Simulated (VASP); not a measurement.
# Sr2SnN2 (I4/mmm) in VASP: further runs, part 2 of 3

VASP 6.6.1.

## (3) Single point, PBE

This run uses another cell than the first one, of 22.02 Å³/atom.

Input file INCAR:

```
SYSTEM = Sr2SnN2
ALGO = Normal
EDIFF = 1E-6
ENCUT = 520
GGA = PE
ISIF = 2
ISMEAR = -1
LASPH = .True.
LCHARG = .True.
LELF = .True.
LREAL = .False.
LVHAR = .True.
LWAVE = .False.
NBANDS = 30
NELM = 100
PREC = Accurate
SIGMA = 0.01
```

Input file KPOINTS:

```
k-points
0
Gamma
  8 8 8
  0 0 0
```

Input file POSCAR:

```
Sr2SnN2
1.0
   -1.9743577610      1.9743577610      7.0624048584
    1.9743577610     -1.9743577610      7.0624048584
    1.9743577610      1.9743577610     -7.0624048584
Sr Sn N
2 1 2
Direct
    0.1601385000      0.1601385000      0.0000000000
    0.8398615000      0.8398615000      0.0000000000
    0.5000000000      0.5000000000      0.0000000000
    0.6524670000      0.6524670000      0.0000000000
    0.3475330000      0.3475330000      0.0000000000
```

Potentials or basis: VASP PAW PBE potentials, release 64 (Sr_sv, Sn_d, N).

Launch:

```console
> cat potpaw_PBE.64/Sr_sv/POTCAR potpaw_PBE.64/Sn_d/POTCAR potpaw_PBE.64/N/POTCAR > POTCAR
> mpirun -np 1 vasp_std > vasp.out
```

OUTCAR:

```text
SYSTEM = Sr2SnN2
   EDIFF = 1E-6
   ENCUT = 520
   GGA = PE
   ISIF = 2
   ISMEAR = -1
   LASPH = .True.
   LREAL = .False.
   NELM = 100
   PREC = Accurate

 ion  position               nearest neighbor table
   1  0.160  0.160  0.000-   5 2.65   4 2.79   4 2.79   4 2.79   4 2.79   3 3.59   3 3.59   3 3.59
                             3 3.59   2 3.77   2 3.77   2 3.77   2 3.77   2 4.52
   2  0.840  0.840  0.000-   4 2.65   5 2.79   5 2.79   5 2.79   5 2.79   3 3.59   3 3.59   3 3.59
                             3 3.59   1 3.77   1 3.77   1 3.77   1 3.77   1 4.52
   3  0.500  0.500  0.000-   4 2.15   5 2.15   1 3.59   1 3.59   1 3.59   2 3.59   2 3.59   2 3.59
                             1 3.59   2 3.59
   4  0.652  0.652  0.000-   3 2.15   2 2.65   1 2.79   1 2.79   1 2.79   1 2.79
   5  0.348  0.348  0.000-   3 2.15   1 2.65   2 2.79   2 2.79   2 2.79   2 2.79

  LATTYP: Found a body centered tetragonal cell.
 ALAT       =     3.9487155220
 C/A-ratio  =     3.5770643993

  Lattice vectors:

 A1 = (  -1.9743577610,   1.9743577610,   7.0624048584)
 A2 = (   1.9743577610,  -1.9743577610,   7.0624048584)
 A3 = (   1.9743577610,   1.9743577610,  -7.0624048584)

Analysis of symmetry for initial positions (statically):
=====================================================================
 Subroutine PRICEL returns:
 Original cell was already a primitive cell.

 Routine SETGRP: Setting up the symmetry group for a
 body centered tetragonal supercell.

 Subroutine GETGRP returns: Found 16 space group operations
 (whereof 16 operations were pure point group operations)
 out of a pool of 16 trial point group operations.

The static configuration has the point symmetry D_4h.

Analysis of symmetry for dynamics (positions and initial velocities):
=====================================================================
 Subroutine PRICEL returns:
 Original cell was already a primitive cell.

 Routine SETGRP: Setting up the symmetry group for a
 body centered tetragonal supercell.

 Subroutine GETGRP returns: Found 16 space group operations
 (whereof 16 operations were pure point group operations)
 out of a pool of 16 trial point group operations.

The dynamic configuration has the point symmetry D_4h.

 Subroutine INISYM returns: Found 16 space group operations
 (whereof 16 operations are pure point group operations),
 and found     1 'primitive' translations

----------------------------------------------------------------------------------------

                                     Primitive cell

  volume of cell :     110.1195

  direct lattice vectors                    reciprocal lattice vectors
    -1.974357761  1.974357761  7.062404858     0.000000000  0.253246909  0.070797414
     1.974357761 -1.974357761  7.062404858     0.253246909  0.000000000  0.070797414
     1.974357761  1.974357761 -7.062404858     0.253246909  0.253246909  0.000000000

  length of vectors
     7.594322848  7.594322848  7.594322848     0.262956785  0.262956785  0.358145213

  position of ions in fractional coordinates (direct lattice)
     0.160138500  0.160138500  0.000000000
     0.839861500  0.839861500  0.000000000
     0.500000000  0.500000000  0.000000000
     0.652467000  0.652467000  0.000000000
     0.347533000  0.347533000  0.000000000

  ion indices of the primitive-cell ions
   primitive index   ion index
                 1           1
                 2           2
                 3           3
                 4           4
                 5           5

----------------------------------------------------------------------------------------

 KPOINTS: k-points

[... 23 lines left out ...]
            Coordinates               Weight
  0.000000  0.000000  0.000000      1.000000
  0.125000 -0.000000  0.000000      8.000000
  0.250000 -0.000000  0.000000      8.000000
  0.375000 -0.000000  0.000000      8.000000
  0.500000 -0.000000  0.000000      4.000000
  0.125000  0.125000  0.000000      8.000000
[... 16 lines left out ...]
  0.250000  0.125000  0.125000     16.000000
  0.375000  0.125000  0.125000      8.000000
 [... further k-points ...]
   k-points           NKPTS =     59   k-points in BZ     NKDIM =     59   number of bands    NBANDS=     30
   number of dos      NEDOS =    301   number of ions     NIONS =      5
   total plane-waves  NPLWV = 175616
   dimension x,y,z NGX =    56 NGY =   56 NGZ =   56
   dimension x,y,z NGXF=   112 NGYF=  112 NGZF=  112
   ions per type =               2   1   2
   NGX,Y,Z   is equivalent  to a cutoff of  12.26, 12.26, 12.26 a.u.
   NGXF,Y,Z  is equivalent  to a cutoff of  24.52, 24.52, 24.52 a.u.
 SYSTEM =  Sr2SnN2
   PREC   = accura    normal or accurate (medium, high low for compatibility)
   ISTART =      0    job   : 0-new  1-cont  2-samecut
   ICHARG =      2    charge: 1-file 2-atom 10-const
   ISPIN  =      1    spin polarized calculation?
   LNONCOLLINEAR =      F non collinear calculations
   LSORBIT =      F    spin-orbit coupling
   LASPH  =      T    aspherical Exc in radial PAW
   ENCUT  =  520.0 eV  38.22 Ry    6.18 a.u.  14.12 14.12 14.12*2*pi/ulx,y,z
   NELM   =    100;   NELMIN=  2; NELMDL= -5     # of ELM steps
   EDIFF  = 0.1E-05   stopping-criterion for ELM
   LREAL  =      F    real-space projection
[... 7 lines left out ...]
   TEBEG  =    0.0;   TEEND  =   0.0 temperature during run
   PSTRESS=    0.0 pullay stress
   NELECT =      44.0000    total number of electrons
   NUPDOWN=      -1.0000    fix difference up-down
   EMIN   =  10.00;   EMAX   =-10.00  energy-range for DOS
   EFERMI =   0.00;   METHOD = LEGACY
   ISMEAR =    -1;   SIGMA  =   0.01  broadening in eV -4-tet -1-fermi 0-gaus
   EFERMI_NEDOS =   21; number of points for ismear=-14 and -15
   IALGO  =     38    algorithm
   IMIX   =      4    mixing-type and parameters
     AMIX     =   0.40;   BMIX     =  1.00
     AMIX_MAG =   1.60;   BMIX_MAG =  1.00
  volume/ion in A,a.u.               =      22.02       148.62
  Fermi-wavevector in a.u.,A,eV,Ry     =   1.205788  2.278609 19.781846  1.453925
  Thomas-Fermi vector in A             =   2.341474
   LORBIT       =      0    0 simple, 1 ext, 2 COOP (PROOUT), +10 PAW based schemes
   GGA     = PE    functional components
   LHFCALC =     F    Hartree Fock is set to
   AEXX    =    0.0000 exact exchange contribution
   IVDW    =     0    specifies the selected vdW correction
   LEPSILON=     F    determine dielectric tensor
   LRPA    =     F    only Hartree local field effects (RPA)
 non-spin polarized calculation
  energy-cutoff  :      520.00
  volume of cell :      110.12
 maximum number of plane-waves:      2998
   NGX = 29   NGY = 29   NGZ = 29

 number of electron      44.0000005 magnetization

 Free energy of the ion-electron system (eV)
  ---------------------------------------------------
  ext. energy  EPLUGINS =         0.00000000
  ---------------------------------------------------
  free energy    TOTEN  =       -25.73919810 eV

  energy without entropy =      -25.73877548  energy(sigma->0) =      -25.73898679

 E-fermi :   3.9872     XC(G=0):  -9.5596

 val. band max:        3.9858735917   @ k =   0.3750   0.3750   0.0000
 cond. band min:       4.0112935898   @ k =   0.5000   0.5000   0.3750
 fundamental gap:      0.0254199981
 Fermi energy:         3.9871846568

 k-point     1 :       0.0000    0.0000    0.0000
  band No.  band energies     occupation
      1     -30.6300      2.00000
      2     -30.5764      2.00000
      3     -17.6146      2.00000
      4     -17.5948      2.00000
      5     -17.5426      2.00000
      6     -17.4249      2.00000
[... 781 lines left out ...]
     29       9.7535      0.00000
     30      10.6681      0.00000

 [... further k-points ...]

------------------------ aborting loop because EDIFF is reached ----------------------------------------

  FORCE on cell =-STRESS in cart. coord.  units (eV):
  Direction    XX          YY          ZZ          XY          YZ          ZX
  --------------------------------------------------------------------------------------
  -------------------------------------------------------------------------------------
  Total       -2.7420973     -2.7420973     -4.3729601      0.0000000      0.0000000     -0.0000000
  in kB      -39.8959806    -39.8959806    -63.6241210      0.0000000      0.0000000     -0.0000000
  external PRESSURE =     -47.8053607 kB  Pullay stress =       0.0000000 kB

 VOLUME and BASIS-vectors are now :
 -----------------------------------------------------------------------------
  energy-cutoff  :      520.00
  volume of cell :      110.12
      direct lattice vectors                 reciprocal lattice vectors
    -1.974357761  1.974357761  7.062404858     0.000000000  0.253246909  0.070797414
     1.974357761 -1.974357761  7.062404858     0.253246909  0.000000000  0.070797414
     1.974357761  1.974357761 -7.062404858     0.253246909  0.253246909  0.000000000

 POSITION                                       TOTAL-FORCE (eV/Angst)
 -----------------------------------------------------------------------------------
      0.00000      0.00000      2.26193         0.000000      0.000000      0.044440
      0.00000      0.00000     11.86288         0.000000      0.000000     -0.044440
      0.00000      0.00000      7.06240         0.000000      0.000000      0.000000
      0.00000      0.00000      9.21597        -0.000000     -0.000000     -0.297113
      0.00000      0.00000      4.90884        -0.000000     -0.000000      0.297113
 -----------------------------------------------------------------------------------
    total drift:                               -0.000000     -0.000000     -0.000000

  FREE ENERGIE OF THE ION-ELECTRON SYSTEM (eV)
  ---------------------------------------------------
  free  energy   TOTEN  =       -25.7391980957 eV

  energy  without entropy=      -25.7387754773  energy(sigma->0) =      -25.73898679
```

OSZICAR:

```text
N       E                     dE             d eps       ncg     rms          rms(c)
DAV:   1     0.418363134007E+03    0.41836E+03   -0.21341E+04  3586   0.166E+03
DAV:   2     0.251163376998E+02   -0.39325E+03   -0.37517E+03  3726   0.457E+02
DAV:   3    -0.283329451593E+02   -0.53449E+02   -0.51913E+02  4764   0.143E+02
DAV:   4    -0.319617603395E+02   -0.36288E+01   -0.36044E+01  5136   0.330E+01
DAV:   5    -0.321684864289E+02   -0.20673E+00   -0.20650E+00  5616   0.694E+00    0.228E+01
DAV:   6    -0.272297028252E+02    0.49388E+01   -0.67534E+01  5308   0.368E+01    0.243E+01
DAV:   7    -0.258055807544E+02    0.14241E+01   -0.78909E+00  4346   0.111E+01    0.143E+01
DAV:   8    -0.258175595643E+02   -0.11979E-01   -0.23822E+00  4256   0.660E+00    0.273E+00
DAV:   9    -0.257446190074E+02    0.72941E-01   -0.26951E-01  5062   0.222E+00    0.108E+00
DAV:  10    -0.257404391956E+02    0.41798E-02   -0.27533E-02  4654   0.748E-01    0.520E-01
DAV:  11    -0.257391199290E+02    0.13193E-02   -0.76320E-03  5258   0.352E-01    0.152E-01
DAV:  12    -0.257391870223E+02   -0.67093E-04   -0.94447E-04  4874   0.169E-01    0.468E-02
DAV:  13    -0.257391974682E+02   -0.10446E-04   -0.12929E-04  5046   0.556E-02    0.261E-02
DAV:  14    -0.257391977684E+02   -0.30023E-06   -0.15161E-05  4690   0.205E-02    0.882E-03
DAV:  15    -0.257391980957E+02   -0.32727E-06   -0.18487E-06  3352   0.703E-03
   1 F= -.25739198E+02 E0= -.25738987E+02  d E =-.422618E-03
```

stdout:

```text
POSCAR found type information on POSCAR SrSnN
 POSCAR found :  3 types and       5 ions
 scaLAPACK will be used
 LDA part: xc-table for (Slater+PW92), standard interpolation
 POSCAR, INCAR and KPOINTS ok, starting setup
 FFT: planning ... GRIDC
 FFT: planning ... GRID_SOFT
 FFT: planning ... GRID
 WAVECAR not read
 entering main loop
```

It took 16 min on 1 thread of Intel Xeon 8259CL, shared host; peak memory 0.52 GiB.

What came out:

- Free energy: -25.7392 eV
- Pressure: -4.8 GPa
- Largest force: 0.297 eV/Å
- Band gap on the k mesh: zero (bands 22 and 23 overlap by 0.13 eV)

Forces on the atoms (eV/Å):
```
Sr   0.000  0.000  0.044
Sr   0.000  0.000 -0.044
Sn   0.000  0.000  0.000
N    0.000  0.000 -0.297
N    0.000  0.000  0.297
```

Caveat: the cell stands under tension; spin-orbit coupling is left out, which moves the levels of the heavy elements.

[end of part 2 of 3]
